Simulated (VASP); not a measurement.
# SiNi2 (P6_3/mmc) in VASP: further runs, part 2 of 2

VASP 6.6.1. The steps go on from the part before.

## (3) Single point, PBEsol (strain -0.015 along x and y, +0.000 along z)

Contents of INCAR:

```
SYSTEM = SiNi2
PREC = Accurate
ENCUT = 520
EDIFF = 1E-6
ISMEAR = 0
SIGMA = 0.15
LREAL = .FALSE.
LASPH = .TRUE.
NELM = 80
ALGO = Fast
ISIF = 2
LWAVE = .FALSE.
LCHARG = .FALSE.
GGA = PS
NBANDS = 33
```

Contents of KPOINTS:

```
regular mesh
0
G
  12 12 10
  0 0 0
```

Contents of POSCAR:

```
SiNi2
1.0
    3.8104366704      0.0000000000      0.0000000000
   -1.9052183352      3.2999349561      0.0000000000
    0.0000000000      0.0000000000      4.9169852794
Si Ni
2 4
Direct
    0.3333333333      0.6666666667      0.7500000000
    0.6666666667      0.3333333333      0.2500000000
    0.0000000000      0.0000000000      0.0000000000
    0.0000000000      0.0000000000      0.5000000000
    0.3333333333      0.6666666667      0.2500000000
    0.6666666667      0.3333333333      0.7500000000
```

Potentials or basis: VASP PAW PBE potentials, release 64 (Si, Ni).

Command:

```
> cat potpaw_PBE.64/Si/POTCAR potpaw_PBE.64/Ni/POTCAR > POTCAR
> mpirun -np 1 vasp_std > vasp.out
```

OUTCAR:

```text
SYSTEM = SiNi2
   PREC = Accurate
   ENCUT = 520
   EDIFF = 1E-6
   ISMEAR = 0
   LREAL = .FALSE.
   LASPH = .TRUE.
   NELM = 80
   ISIF = 2
   GGA = PS

 ion  position               nearest neighbor table
   1  0.333  0.667  0.750-   6 2.20   6 2.20   6 2.20   5 2.46   5 2.46   3 2.52   4 2.52   4 2.52
                             3 2.52   4 2.52   3 2.52
   2  0.667  0.333  0.250-   5 2.20   5 2.20   5 2.20   6 2.46   6 2.46   3 2.52   4 2.52   3 2.52
                             4 2.52   3 2.52   4 2.52
   3  0.000  0.000  0.000-   4 2.46   4 2.46   1 2.52   5 2.52   6 2.52   2 2.52   2 2.52   6 2.52
[... 1081 lines left out ...]
  -------------------------------------------------------------------------------------
  Total        3.9666206      3.9666206      1.6459113      0.0000000     -0.0000000     -0.0000000
  in kB      102.7903170    102.7903170     42.6518606      0.0000000     -0.0000000     -0.0000000
  external PRESSURE =      82.7441648 kB  Pullay stress =       0.0000000 kB

 VOLUME and BASIS-vectors are now :
 -----------------------------------------------------------------------------
  energy-cutoff  :      520.00
  volume of cell :       61.83
      direct lattice vectors                 reciprocal lattice vectors
     3.810436670  0.000000000  0.000000000     0.262437113  0.151518138  0.000000000
    -1.905218335  3.299934956  0.000000000     0.000000000  0.303036276  0.000000000
     0.000000000  0.000000000  4.916985279     0.000000000  0.000000000  0.203376651

 POSITION                                       TOTAL-FORCE (eV/Angst)
 -----------------------------------------------------------------------------------
     -0.00000      2.19996      3.68774         0.000000     -0.000000      0.000000
      1.90522      1.09998      1.22925        -0.000000      0.000000      0.000000
      0.00000      0.00000      0.00000        -0.000000     -0.000000      0.000000
      0.00000      0.00000      2.45849        -0.000000     -0.000000      0.000000
     -0.00000      2.19996      1.22925         0.000000      0.000000      0.000000
      1.90522      1.09998      3.68774        -0.000000     -0.000000      0.000000
 -----------------------------------------------------------------------------------
    total drift:                                0.000000     -0.000000     -0.000000

  FREE ENERGIE OF THE ION-ELECTRON SYSTEM (eV)
  ---------------------------------------------------
  free  energy   TOTEN  =       -39.5111380579 eV

  energy  without entropy=      -39.4725939735  energy(sigma->0) =      -39.49186602
```

OSZICAR:

```text
N       E                     dE             d eps       ncg     rms          rms(c)
DAV:   1     0.320787329537E+03    0.32079E+03   -0.20797E+04  7564   0.190E+03
DAV:   2    -0.212810161536E+02   -0.34207E+03   -0.32338E+03  7532   0.372E+02
DAV:   3    -0.447595302696E+02   -0.23479E+02   -0.22303E+02  8321   0.124E+02
DAV:   4    -0.453605792749E+02   -0.60105E+00   -0.59795E+00  8978   0.182E+01
DAV:   5    -0.453819623604E+02   -0.21383E-01   -0.21375E-01  9469   0.321E+00    0.264E+01
RMM:   6    -0.462986875953E+02   -0.91673E+00   -0.74023E+01  8202   0.860E+01    0.246E+01
RMM:   7    -0.397915992662E+02    0.65071E+01   -0.20806E+01  7566   0.485E+01    0.782E+00
RMM:   8    -0.405750114482E+02   -0.78341E+00   -0.26570E+00  7858   0.152E+01    0.114E+01
RMM:   9    -0.395164780425E+02    0.10585E+01   -0.12163E+00  7834   0.113E+01    0.123E+00
RMM:  10    -0.395115219552E+02    0.49561E-02   -0.89938E-02  8190   0.195E+00    0.651E-01
RMM:  11    -0.395102067544E+02    0.13152E-02   -0.30236E-02  9046   0.143E+00    0.311E-01
RMM:  12    -0.395110701393E+02   -0.86338E-03   -0.98105E-03  9597   0.557E-01    0.242E-01
RMM:  13    -0.395112803462E+02   -0.21021E-03   -0.19079E-03 10765   0.223E-01    0.125E-01
RMM:  14    -0.395111351778E+02    0.14517E-03   -0.51147E-04  8218   0.205E-01    0.435E-02
RMM:  15    -0.395111363148E+02   -0.11370E-05   -0.64944E-05  8878   0.731E-02    0.252E-02
RMM:  16    -0.395111376124E+02   -0.12976E-05   -0.26099E-05 10242   0.293E-02    0.135E-02
RMM:  17    -0.395111380579E+02   -0.44551E-06   -0.35814E-06  6124   0.113E-02
   1 F= -.39511138E+02 E0= -.39491866E+02  d E =-.385441E-01
```

stdout:

```text
POSCAR found type information on POSCAR SiNi
 POSCAR found :  2 types and       6 ions
 scaLAPACK will be used
 -----------------------------------------------------------------------------
|                                                                             |
|                                                                             |
|     You enforced a specific xc type in the INCAR file but a different       |
|     I HOPE YOU KNOW WHAT YOU ARE DOING!                                     |
|                                                                             |
 -----------------------------------------------------------------------------

 LDA part: xc-table for (Slater+PW92), standard interpolation
 POSCAR, INCAR and KPOINTS ok, starting setup
 FFT: planning ... GRIDC
 FFT: planning ... GRID_SOFT
 FFT: planning ... GRID
 WAVECAR not read
 entering main loop
```

Run time: 2.4 min. Hardware: 1 thread of AMD EPYC 9R45 (Zen 5), shared host; peak memory 0.27 GiB.

Results:

* Free energy: -39.5111 eV
* Pressure: 8.3 GPa
* Band gap on the k mesh: zero (bands 24 and 25 overlap by 3.69 eV)

Caveat: the cell differs from its parent crystal (strain -0.015 along x and y, +0.000 along z); the cell stands under pressure; the PAW data sets were made with another functional, which shifts forces and pressure a little. Spin polarisation is off, so any magnetic state and its effect on volume and gap are missing.

## (4) Single point, PBEsol (strain +0.000 along x and y, -0.015 along z)

Contents of INCAR:

```
SYSTEM = SiNi2
ALGO = Fast
EDIFF = 1E-6
ENCUT = 520
GGA = PS
ISIF = 2
ISMEAR = 0
LASPH = .TRUE.
LCHARG = .FALSE.
LREAL = .FALSE.
LWAVE = .FALSE.
NBANDS = 33
NELM = 60
PREC = Accurate
SIGMA = 0.15
```

Contents of KPOINTS:

```
k-points
0
G
  12 12 10
  0 0 0
```

Changes to POSCAR since step 3:

```diff
@@ -2,5 +2,5 @@
 1.0
-    3.8104366704      0.0000000000      0.0000000000
-   -1.9052183352      3.2999349561      0.0000000000
-    0.0000000000      0.0000000000      4.9169852794
+    3.8684636248      0.0000000000      0.0000000000
+   -1.9342318124      3.3501877727      0.0000000000
+    0.0000000000      0.0000000000      4.8432305002
 Si Ni
```

Command:

```
> cat potpaw_PBE.64/Si/POTCAR potpaw_PBE.64/Ni/POTCAR > POTCAR
> mpirun -np 1 vasp_std > vasp.out
```

Run time: 2.3 min. Hardware: 1 thread of AMD EPYC 9R45 (Zen 5), shared host; peak memory 0.28 GiB.

Results (log left out):

```
Free energy            : -39.5532 eV
Pressure               : 3.6 GPa
Band gap on the k mesh : zero (bands 24 and 25 overlap by 3.31 eV)
```

Stress tensor (GPa, compression positive):
```
2.28 0.00 0.00
0.00 2.28 0.00
0.00 0.00 6.14
```

Levels at points of the mesh, in eV from the Fermi level:
| k point | band 22 | band 23 | band 24 | band 25 | band 26 | band 27 |
| --- | --- | --- | --- | --- | --- | --- |
| (0.00, 0.00, 0.00) | -0.67 | 0.19 | 2.67 | 2.67 | 2.71 | 2.84 |
| (0.50, 0.00, 0.00) | -1.28 | -1.07 | -0.72 | -0.56 | 1.30 | 1.88 |
| (0.00, 0.00, 0.50) | -1.31 | 2.28 | 2.28 | 3.31 | 3.31 | 3.31 |
| (0.50, 0.00, 0.50) | -1.33 | -0.94 | -0.94 | 0.97 | 0.97 | 2.94 |

Caveat: the cell differs from its parent crystal (strain +0.000 along x and y, -0.015 along z); the cell stands under pressure; the PAW data sets were made with another functional, which shifts forces and pressure a little. Spin polarisation is off, so any magnetic state and its effect on volume and gap are missing.

## (5) Single point, PBEsol (strain -0.015 along x and y, +0.015 along z)

Changes to INCAR since step 4:

```diff
@@ -2,3 +2,3 @@
 ALGO = Fast
-EDIFF = 1E-6
+EDIFF = 1E-7
 ENCUT = 520
```

KPOINTS is that of step 4.

Changes to POSCAR since step 4:

```diff
@@ -2,5 +2,5 @@
 1.0
-    3.8684636248      0.0000000000      0.0000000000
-   -1.9342318124      3.3501877727      0.0000000000
-    0.0000000000      0.0000000000      4.8432305002
+    3.8104366704      0.0000000000      0.0000000000
+   -1.9052183352      3.2999349561      0.0000000000
+    0.0000000000      0.0000000000      4.9907400586
 Si Ni
```

Command:

```
> cat potpaw_PBE.64/Si/POTCAR potpaw_PBE.64/Ni/POTCAR > POTCAR
> mpirun -np 1 vasp_std > vasp.out
```

Run time: 2.4 min. Hardware: 1 thread of AMD EPYC 9R45 (Zen 5), shared host; peak memory 0.27 GiB.

The run converged. Its results:

```yaml
Free_energy: -39.5189 eV
Pressure: 4.8 GPa
Band_gap_on_the_k_mesh: zero (bands 24 and 25 overlap by 3.73 eV)
```

Stress tensor (GPa, compression positive):
```
 7.90  0.00  0.00
 0.00  7.90  0.00
 0.00  0.00 -1.33
```

Levels at points of the mesh, in eV from the Fermi level:
| k point | band 22 | band 23 | band 24 | band 25 | band 26 | band 27 |
| --- | --- | --- | --- | --- | --- | --- |
| (0.00, 0.00, 0.00) | -0.64 | 0.04 | 2.96 | 2.96 | 3.07 | 3.10 |
| (0.50, 0.00, 0.00) | -1.25 | -1.07 | -0.72 | -0.63 | 1.22 | 1.92 |
| (0.00, 0.00, 0.50) | -1.30 | 2.25 | 2.25 | 3.49 | 3.49 | 3.49 |
| (0.50, 0.00, 0.50) | -1.32 | -0.98 | -0.98 | 1.01 | 1.01 | 3.18 |

Caveat: the cell differs from its parent crystal (strain -0.015 along x and y, +0.015 along z); the cell stands under pressure; the PAW data sets were made with another functional, which shifts forces and pressure a little.

## (6) The runs side by side

```tsv
cell	further INCAR settings	gap on the mesh (eV)	pressure (GPa)
a = 3.868, b = 3.868, c = 4.769 Å, angles 90.0, 90.0, 120.0°, 6 atoms	ALGO = Fast; EDIFF = 1e-07; NBANDS = 33	none	7.2
a = 3.810, b = 3.810, c = 4.917 Å, angles 90.0, 90.0, 120.0°, 6 atoms	ALGO = Fast; EDIFF = 1e-06; NBANDS = 33	none	8.3
a = 3.868, b = 3.868, c = 4.843 Å, angles 90.0, 90.0, 120.0°, 6 atoms	ALGO = Fast; EDIFF = 1e-06; NBANDS = 33	none	3.6
a = 3.810, b = 3.810, c = 4.991 Å, angles 90.0, 90.0, 120.0°, 6 atoms	ALGO = Fast; EDIFF = 1e-07; NBANDS = 33	none	4.8
```

Alike in all rows: task single point; level PBEsol; potentials or basis VASP PAW PBE potentials, release 64 (Si, Ni); no spin polarisation; k mesh 12 × 12 × 10; cutoff (eV) 520; smearing gaussian 0.15 eV.

Caveats: the cell stands under pressure; the PAW data sets were made with another functional, which shifts forces and pressure a little.

Absolute energies hang on the potentials; compare differences alone.
